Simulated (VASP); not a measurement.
# TiSi2 (P6/mmm) in VASP: notebook

The runs below take TiSi2 through single point, with LDA+U, LDA, PBEsol.

Everything below comes from runs of VASP 6.6.1. Logs are shortened: lines on timing, memory, paths and dates and some standing lists are left out, and cuts for length are marked.

## Step 1: The cell of the first run

Symmetry: P6/mmm, No. 191, hexagonal system. Conventional cell: a = 4.375 Å, b = 4.375 Å, c = 2.561 Å, α = 90.00°, β = 90.00°, γ = 120.00°. Within 3.4 Å of Ti (site symmetry 6/mmm) lie 2 Ti at 2.56 Å and 12 Si at 2.83 Å. Si (site symmetry -6m2) has 5 Si at 2.53 to 2.56 Å and 6 Ti at 2.83 Å within 3.3 Å.

## Step 2: Single point, LDA+U

POSCAR reads:

```
TiSi2
1.0
    4.3746400000      0.0000000000      0.0000000000
   -2.1873200000      3.7885500000      0.0000000000
    0.0000000000      0.0000000000      2.5610100000
Ti Si
1 2
Direct
    0.0000000000      0.0000000000      0.0000000000
    0.3333300000      0.6666700000      0.5000000000
    0.6666700000      0.3333300000      0.5000000000
```

INCAR.step1 reads:

```
SYSTEM = TiSi2
PREC = Accurate ; ENCUT = 520
EDIFF = 1E-6 ; ISMEAR = -1
SIGMA = 0.05 ; LREAL = .False.
LASPH = .True. ; NELM = 150
ALGO = Normal ; ISIF = 2
LWAVE = .False. ; LCHARG = .True.
LMAXMIX = 4 ; LDAU = .True.
LDAUTYPE = 2 ; LDAUL = 2 -1
LDAUU = 6 0 ; LDAUJ = 0 0
LDAUPRINT = 1 ; GGA = CA
NBANDS = 17
```

KPOINTS.step1 reads:

```
Automatic mesh
0
Gamma
  7 7 10
  0 0 0
```

INCAR.step2 reads:

```
SYSTEM = TiSi2
PREC = Accurate ; ENCUT = 520
EDIFF = 1E-6 ; ISMEAR = -5
SIGMA = 0.05 ; LREAL = .False.
LASPH = .True. ; NELM = 150
ALGO = Normal ; ISIF = 2
LWAVE = .False. ; LCHARG = .False.
LMAXMIX = 4 ; LDAU = .True.
LDAUTYPE = 2 ; LDAUL = 2 -1
LDAUU = 6 0 ; LDAUJ = 0 0
LDAUPRINT = 1 ; GGA = CA
LORBIT = 10 ; NBANDS = 17
NEDOS = 2001 ; ICHARG = 11
```

KPOINTS.step2 reads:

```
Automatic mesh
0
Gamma
  11 11 15
  0 0 0
```

Potentials or basis: VASP PAW LDA potentials, release 64 (Ti_sv, Si).

On the command line:

```sh
$ cat potpaw_LDA.64/Ti_sv/POTCAR potpaw_LDA.64/Si/POTCAR > POTCAR
$ cp INCAR.step1 INCAR
$ cp KPOINTS.step1 KPOINTS
$ mpirun -np 1 vasp_std > vasp.out
$ cp INCAR.step2 INCAR
$ cp KPOINTS.step2 KPOINTS
$ mpirun -np 1 vasp_std > vasp.out
```

OUTCAR:

```text
SYSTEM = TiSi2
   PREC = Accurate
   ENCUT = 520
   EDIFF = 1E-6
   ISMEAR = -5
   LREAL = .False.
   LASPH = .True.
   NELM = 150
   ISIF = 2
   GGA = CA
   LORBIT = 10
   ICHARG = 11

 ion  position               nearest neighbor table
   1  0.000  0.000  0.000-   2 2.83   3 2.83   2 2.83   3 2.83   3 2.83   3 2.83   2 2.83   2 2.83
                             3 2.83   3 2.83   2 2.83   2 2.83
   2  0.333  0.667  0.500-   3 2.53   3 2.53   3 2.53   1 2.83   1 2.83   1 2.83   1 2.83   1 2.83
                             1 2.83
   3  0.667  0.333  0.500-   2 2.53   2 2.53   2 2.53   1 2.83   1 2.83   1 2.83   1 2.83   1 2.83
                             1 2.83

  LATTYP: Found a hexagonal cell.
 ALAT       =     4.3746400000
 C/A-ratio  =     0.5854218861

  Lattice vectors:

 A1 = (   4.3746400000,   0.0000000000,   0.0000000000)
 A2 = (  -2.1873200000,   3.7885500000,   0.0000000000)
 A3 = (   0.0000000000,   0.0000000000,   2.5610100000)

Analysis of symmetry for initial positions (statically):
=====================================================================
 Subroutine PRICEL returns:
 Original cell was already a primitive cell.

 Routine SETGRP: Setting up the symmetry group for a
 hexagonal supercell.

 Subroutine GETGRP returns: Found  8 space group operations
 (whereof  8 operations were pure point group operations)
 out of a pool of 24 trial point group operations.

The static configuration has the point symmetry D_2h.

Analysis of symmetry for dynamics (positions and initial velocities):
=====================================================================
 Subroutine PRICEL returns:
 Original cell was already a primitive cell.

 Routine SETGRP: Setting up the symmetry group for a
 hexagonal supercell.

 Subroutine GETGRP returns: Found  8 space group operations
 (whereof  8 operations were pure point group operations)
 out of a pool of 24 trial point group operations.

The dynamic configuration has the point symmetry D_2h.

 Subroutine INISYM returns: Found  8 space group operations
 (whereof  8 operations are pure point group operations),
 and found     1 'primitive' translations

----------------------------------------------------------------------------------------

                                     Primitive cell

  volume of cell :      42.4450

  direct lattice vectors                    reciprocal lattice vectors
     4.374640000  0.000000000  0.000000000     0.228590238  0.131976614  0.000000000
    -2.187320000  3.788550000  0.000000000     0.000000000  0.263953227  0.000000000
     0.000000000  0.000000000  2.561010000     0.000000000  0.000000000  0.390470947

  length of vectors
     4.374640000  4.374640544  2.561010000     0.263953260  0.263953227  0.390470947

  position of ions in fractional coordinates (direct lattice)
     0.000000000  0.000000000  0.000000000
     0.333330000  0.666670000  0.500000000
     0.666670000  0.333330000  0.500000000

  ion indices of the primitive-cell ions
   primitive index   ion index
                 1           1
                 2           2
                 3           3

----------------------------------------------------------------------------------------

 KPOINTS: Automatic mesh

Automatic generation of k-mesh.
 Grid dimensions read from file:
 generate k-points for:   11   11   15

 Generating k-lattice:

  Cartesian coordinates                     Fractional coordinates (reciprocal lattice)
     0.020780931  0.011997874  0.000000000     0.090909091  0.000000000  0.000000000
     0.000000000  0.023995748  0.000000000     0.000000000  0.090909091  0.000000000
     0.000000000  0.000000000  0.026031396     0.000000000  0.000000000  0.066666667
[... 52 lines left out ...]
   ICHARG =     11    charge: 1-file 2-atom 10-const
   ISPIN  =      1    spin polarized calculation?
   LNONCOLLINEAR =      F non collinear calculations
   LSORBIT =      F    spin-orbit coupling
   LASPH  =      T    aspherical Exc in radial PAW
   ENCUT  =  520.0 eV  38.22 Ry    6.18 a.u.   8.13  8.13  4.76*2*pi/ulx,y,z
   NELM   =    150;   NELMIN=  2; NELMDL=  0     # of ELM steps
   EDIFF  = 0.1E-05   stopping-criterion for ELM
   LREAL  =      F    real-space projection
   EDIFFG = 0.1E-04   stopping-criterion for IOM
   NSW    =      0    number of steps for IOM
   IBRION =     -1    ionic relax: 0-MD 1-quasi-New 2-CG
   NFREE  =      0    steps in history (QN), initial steepest desc. (CG)
   ISIF   =      2    stress and relaxation
   ISYM   =      2    0-nonsym 1-usesym 2-fastsym
   POTIM  = 0.5000    time-step for ionic-motion
   TEBEG  =    0.0;   TEEND  =   0.0 temperature during run
   PSTRESS=    0.0 pullay stress
   NELECT =      20.0000    total number of electrons
   NUPDOWN=      -1.0000    fix difference up-down
   EMIN   =  10.00;   EMAX   =-10.00  energy-range for DOS
   EFERMI =   0.00;   METHOD = LEGACY
   ISMEAR =    -5;   SIGMA  =   0.05  broadening in eV -4-tet -1-fermi 0-gaus
   EFERMI_NEDOS =   21; number of points for ismear=-14 and -15
   IALGO  =     38    algorithm
   IMIX   =      4    mixing-type and parameters
     AMIX     =   0.40;   BMIX     =  1.00
     AMIX_MAG =   1.60;   BMIX_MAG =  1.00
  volume/ion in A,a.u.               =      14.15        95.48
  Fermi-wavevector in a.u.,A,eV,Ry     =   1.273921  2.407362 22.080564  1.622876
  Thomas-Fermi vector in A             =   2.406718
   LORBIT       =     10    0 simple, 1 ext, 2 COOP (PROOUT), +10 PAW based schemes
 LDA+U is selected, type is set to LDAUTYPE =  2
   angular momentum for each species LDAUL =     2   -1
   U (eV)           for each species LDAUU =   6.0  0.0
   J (eV)           for each species LDAUJ =   0.0  0.0
   GGA     = CA    functional components
   LHFCALC =     F    Hartree Fock is set to
   AEXX    =    0.0000 exact exchange contribution
   IVDW    =     0    specifies the selected vdW correction
   LEPSILON=     F    determine dielectric tensor
   LRPA    =     F    only Hartree local field effects (RPA)
 non-spin polarized calculation
 Fermi weights with tetrahedron method with Bloechl corrections
  energy-cutoff  :      520.00
  volume of cell :       42.45
 maximum number of plane-waves:      1160
 NGX is ok and might be reduce to    36

atom =   1  type =  1  l = 2

 onsite density matrix

spin component  1

  0.1615  0.0000  0.0000  0.0000 -0.0000
  0.0000  0.1333  0.0000 -0.0000  0.0000
  0.0000  0.0000  0.3684  0.0000 -0.0000
  0.0000 -0.0000  0.0000  0.1333  0.0000
 -0.0000  0.0000 -0.0000  0.0000  0.1615

spin component  2

  0.1615  0.0000  0.0000  0.0000 -0.0000
  0.0000  0.1333  0.0000 -0.0000  0.0000
  0.0000  0.0000  0.3684  0.0000 -0.0000
  0.0000 -0.0000  0.0000  0.1333  0.0000
 -0.0000  0.0000 -0.0000  0.0000  0.1615

 occupancies and eigenvectors

  o =  0.1333  v =  0.0000 -0.8200  0.0000 -0.5723  0.0000  0.0000  0.0000  0.0000  0.0000  0.0000      0.0000  0.0000  0.0000  0.0000  0.0000  0.0000  0.0000  0.0000  0.0000  0.0000
  o =  0.1333  v =  0.0000  0.0000  0.0000  0.0000  0.0000  0.0000 -0.8200  0.0000 -0.5723  0.0000      0.0000  0.0000  0.0000  0.0000  0.0000  0.0000  0.0000  0.0000  0.0000  0.0000
  o =  0.1333  v =  0.0000 -0.5723  0.0000  0.8200  0.0000  0.0000  0.0000  0.0000  0.0000  0.0000      0.0000  0.0000  0.0000  0.0000  0.0000  0.0000  0.0000  0.0000  0.0000  0.0000
  o =  0.1333  v =  0.0000  0.0000  0.0000  0.0000  0.0000  0.0000 -0.5723  0.0000  0.8200  0.0000      0.0000  0.0000  0.0000  0.0000  0.0000  0.0000  0.0000  0.0000  0.0000  0.0000
  o =  0.1615  v =  0.0000  0.0000  0.0000  0.0000  0.0000 -0.5000 -0.0000  0.0000  0.0000 -0.8660      0.0000  0.0000  0.0000  0.0000  0.0000  0.0000  0.0000  0.0000  0.0000  0.0000
  o =  0.1615  v = -0.5000 -0.0000  0.0000  0.0000 -0.8660  0.0000  0.0000  0.0000  0.0000  0.0000      0.0000  0.0000  0.0000  0.0000  0.0000  0.0000  0.0000  0.0000  0.0000  0.0000
  o =  0.1615  v =  0.0000  0.0000  0.0000  0.0000  0.0000 -0.8660  0.0000  0.0000 -0.0000  0.5000      0.0000  0.0000  0.0000  0.0000  0.0000  0.0000  0.0000  0.0000  0.0000  0.0000
  o =  0.1615  v = -0.8660  0.0000  0.0000 -0.0000  0.5000  0.0000  0.0000  0.0000  0.0000  0.0000      0.0000  0.0000  0.0000  0.0000  0.0000  0.0000  0.0000  0.0000  0.0000  0.0000
  o =  0.3684  v =  0.0000  0.0000  0.0000  0.0000  0.0000 -0.0000 -0.0000 -1.0000  0.0000  0.0000      0.0000  0.0000  0.0000  0.0000  0.0000  0.0000  0.0000  0.0000  0.0000  0.0000
  o =  0.3684  v = -0.0000 -0.0000 -1.0000  0.0000  0.0000  0.0000  0.0000  0.0000  0.0000  0.0000      0.0000  0.0000  0.0000  0.0000  0.0000  0.0000  0.0000  0.0000  0.0000  0.0000

 number of electron      20.0000001 magnetization

 Free energy of the ion-electron system (eV)
  ---------------------------------------------------
  ext. energy  EPLUGINS =         0.00000000
  ---------------------------------------------------
  free energy    TOTEN  =       -16.79302879 eV

  energy without entropy =      -16.79302879  energy(sigma->0) =      -16.79302879

 E-fermi :  10.8071     XC(G=0): -11.8485

 val. band max:       10.8540224885   @ k =  -0.0909   0.3636   0.4000
 cond. band min:      10.7658306268   @ k =   0.1818   0.0909   0.2000
 fundamental gap:     -0.0881918617
 Fermi energy:        10.8070883375

 k-point     1 :       0.0000    0.0000    0.0000
  band No.  band energies     occupation
      1     -46.7414      2.00000
      2     -23.4491      2.00000
      3     -23.4491      2.00000
      4     -22.6178      2.00000
      5      -2.5161      2.00000
      6       5.5744      2.00000
[... 457 lines left out ...]
      4     -22.6174      2.00000
      5      -0.5841      2.00000
      6       0.4717      2.00000
[... 9 lines left out ...]
     16      17.5944      0.00000
     17      18.2396      0.00000

 [... further k-points ...]
[... 5 lines left out ...]
  --------------------------------------------------------------------------------------
  -------------------------------------------------------------------------------------
  Total       -0.1207967     -0.1187132     -0.4870877      0.0018044      0.0000000      0.0000000
  in kB       -4.5597276     -4.4810819    -18.3861656      0.0681105      0.0000000      0.0000000
  external PRESSURE =      -9.1423250 kB  Pullay stress =       0.0000000 kB

 VOLUME and BASIS-vectors are now :
 -----------------------------------------------------------------------------
  energy-cutoff  :      520.00
  volume of cell :       42.45
      direct lattice vectors                 reciprocal lattice vectors
     4.374640000  0.000000000  0.000000000     0.228590238  0.131976614  0.000000000
    -2.187320000  3.788550000  0.000000000     0.000000000  0.263953227  0.000000000
     0.000000000  0.000000000  2.561010000     0.000000000  0.000000000  0.390470947

 POSITION                                       TOTAL-FORCE (eV/Angst)
 -----------------------------------------------------------------------------------
      0.00000      0.00000      0.00000        -0.000000      0.000000      0.000000
     -0.00002      2.52571      1.28051        -0.000339      0.000196      0.000000
      2.18734      1.26284      1.28051         0.000339     -0.000196      0.000000
 -----------------------------------------------------------------------------------
    total drift:                               -0.000000      0.000000     -0.000000

  FREE ENERGIE OF THE ION-ELECTRON SYSTEM (eV)
  ---------------------------------------------------
  free  energy   TOTEN  =       -16.7930287898 eV

  energy  without entropy=      -16.7930287898  energy(sigma->0) =      -16.79302879

 total charge

# of ion       s       p       d       tot
------------------------------------------
    1        2.213   6.151   1.881  10.246
    2        0.763   0.883   0.000   1.646
    3        0.763   0.883   0.000   1.646
--------------------------------------------------
tot          3.740   7.917   1.881  13.538
```

It took 100 s on 1 thread of Intel Xeon Platinum 8488C (Sapphire Rapids), shared host; peak memory 0.3 GiB.

Results:

* Valence electrons inside the program's atomic spheres: Ti 10.25; Si 1.65

Eigenvalues of the final occupation matrices:
```csv
site,spin,trace,eigenvalues
site 1 d,1,0.96,0.13 0.13 0.16 0.16 0.37
site 1 d,2,0.96,0.13 0.13 0.16 0.16 0.37
```

Caveat: U without spin polarisation on a metal has little footing; the U is typed as a test and isn't derived for this compound; tetrahedron occupations give inexact forces and stress in metals.

## Step 3: Single point, LDA+U

POSCAR is that of step 2.

INCAR.step1 reads:

```
SYSTEM = TiSi2
PREC = Accurate ; ENCUT = 520
EDIFF = 1E-7 ; ISMEAR = -1
SIGMA = 0.05 ; LREAL = .False.
LASPH = .True. ; NELM = 150
ALGO = Normal ; ISIF = 2
LWAVE = .False. ; LCHARG = .True.
LMAXMIX = 4 ; LDAU = .True.
LDAUTYPE = 2 ; LDAUL = 2 -1
LDAUU = 8 0 ; LDAUJ = 0 0
LDAUPRINT = 1 ; GGA = CA
NBANDS = 17
```

KPOINTS.step1 is that of step 2.

INCAR.step2 reads:

```
SYSTEM = TiSi2
PREC = Accurate ; ENCUT = 520
EDIFF = 1E-7 ; ISMEAR = -5
SIGMA = 0.05 ; LREAL = .False.
LASPH = .True. ; NELM = 150
ALGO = Normal ; ISIF = 2
LWAVE = .False. ; LCHARG = .False.
LMAXMIX = 4 ; LDAU = .True.
LDAUTYPE = 2 ; LDAUL = 2 -1
LDAUU = 8 0 ; LDAUJ = 0 0
LDAUPRINT = 1 ; GGA = CA
LORBIT = 11 ; NBANDS = 17
NEDOS = 1001 ; ICHARG = 11
```

KPOINTS.step2 is that of step 2.

Potentials or basis: VASP PAW LDA potentials, release 64 (Ti_sv, Si).

On the command line:

```sh
$ cat potpaw_LDA.64/Ti_sv/POTCAR potpaw_LDA.64/Si/POTCAR > POTCAR
$ cp INCAR.step1 INCAR
$ cp KPOINTS.step1 KPOINTS
$ mpirun -np 1 vasp_std > vasp.out
$ cp INCAR.step2 INCAR
$ cp KPOINTS.step2 KPOINTS
$ mpirun -np 1 vasp_std > vasp.out
```

Run time: 2 min. Hardware: 1 thread of Intel Xeon Platinum 8488C (Sapphire Rapids), shared host; peak memory 0.3 GiB.

Results (log left out):

| Quantity | Value |
| --- | --- |
| Valence electrons inside the program's atomic spheres | Ti 10.21; Si 1.65 |

Levels at points of the mesh, in eV from the Fermi level:
```csv
k point,band 7,band 8,band 9,band 10,band 11,band 12,band 13,band 14
"(0.00, 0.00, 0.00)",-5.19,-5.19,-2.43,-1.38,-1.37,4.03,4.03,4.05
```

Eigenvalues of the final occupation matrices:
```tsv
site	spin	trace	eigenvalues
site 1 d	1	0.92	0.12 0.12 0.14 0.14 0.42
site 1 d	2	0.92	0.12 0.12 0.14 0.14 0.42
```

Caveat: U without spin polarisation on a metal has little footing; the U is typed as a test and isn't derived for this compound; tetrahedron occupations give inexact forces and stress in metals.

(Continued in part 2 of 3.)
